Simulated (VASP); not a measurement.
Write the native input for VASP 6.6.1 that does the following.

```yaml
Task: relaxation of cell and atoms
Functional: PBE
Potentials_or_basis: VASP PAW PBE potentials, release 64 (Zr_sv, Al, N)
Cutoff: 600 eV
k_mesh: 6 × 6 × 1
Occupations: gaussian, width 0.1 eV
Spin: no spin polarisation
Dipole_correction: no
Further_INCAR_settings: ALGO = Normal; EDIFF = 1e-06; IBRION = 2; EDIFFG = -0.04; NSW = 90; ISIF = 3
```

The structure of ZrAl2N3 lies in POSCAR:

```
ZrAl2N3
1.0
    3.2806362500      0.0000000000      0.0000000000
   -1.6403181300      2.8411143400      0.0000000000
    0.0000000000      0.0000000000     16.9531204300
Zr Al N
2 4 6
Direct
    0.6666666700      0.3333333300      0.1666666700
    0.6666666700      0.3333333300      0.8333333300
    0.3333333300      0.6666666700      0.0000000000
    0.3333333300      0.6666666700      0.3333333300
    0.3333333300      0.6666666700      0.6666666700
    0.6666666700      0.3333333300      0.5000000000
    0.0000000000      0.0000000000      0.9166666700
    0.0000000000      0.0000000000      0.2500000000
    0.0000000000      0.0000000000      0.5833333300
    0.0000000000      0.0000000000      0.0833333300
    0.0000000000      0.0000000000      0.4166666700
    0.0000000000      0.0000000000      0.7500000000
```

The input as run:

INCAR

```
SYSTEM = ZrAl2N3
PREC = Accurate
ENCUT = 600
EDIFF = 1E-6
ISMEAR = 0
SIGMA = 0.1
LREAL = .False.
LASPH = .True.
NELM = 80
ALGO = Normal
ISIF = 3
LWAVE = .False.
LCHARG = .False.
GGA = PE
IBRION = 2
NSW = 90
EDIFFG = -0.04
```

KPOINTS

```
Automatic mesh
0
Gamma
  6 6 1
  0 0 0
```

Potentials or basis: VASP PAW PBE potentials, release 64 (Zr_sv, Al, N).

Command:

```console
$ cat potpaw_PBE.64/Zr_sv/POTCAR potpaw_PBE.64/Al/POTCAR potpaw_PBE.64/N/POTCAR > POTCAR
$ mpirun -np 1 vasp_std > vasp.out
```

It gave:

The relaxed volume is 10.10 Å³/atom, the relaxed cell is a = 2.974 Å, b = 2.974 Å, c = 15.826 Å, α = 90.00°, β = 90.00°, γ = 120.00° and the space group after relaxing (to 0.1 Å) is P-6m2 (No. 187). The energy gained by relaxing is 406.0 meV/atom. The ionic steps are 14 and the pressure after relaxing is 0.0 GPa. The largest force after relaxing is 0.020 eV/Å and the band gap on the k mesh is zero (bands 33 and 34 overlap by 0.85 eV).

Caveat: the k points lie up to 0.41 Å⁻¹ apart in the final cell, too coarse for converged energies and pressures of a metal; the volume moved by over 15 % at a fixed basis, so the end points are rough.

It took 8.7 min on 1 thread of AMD EPYC 9R45 96-Core Processor (Zen 5), on a shared host, peak memory 0.33 GiB.
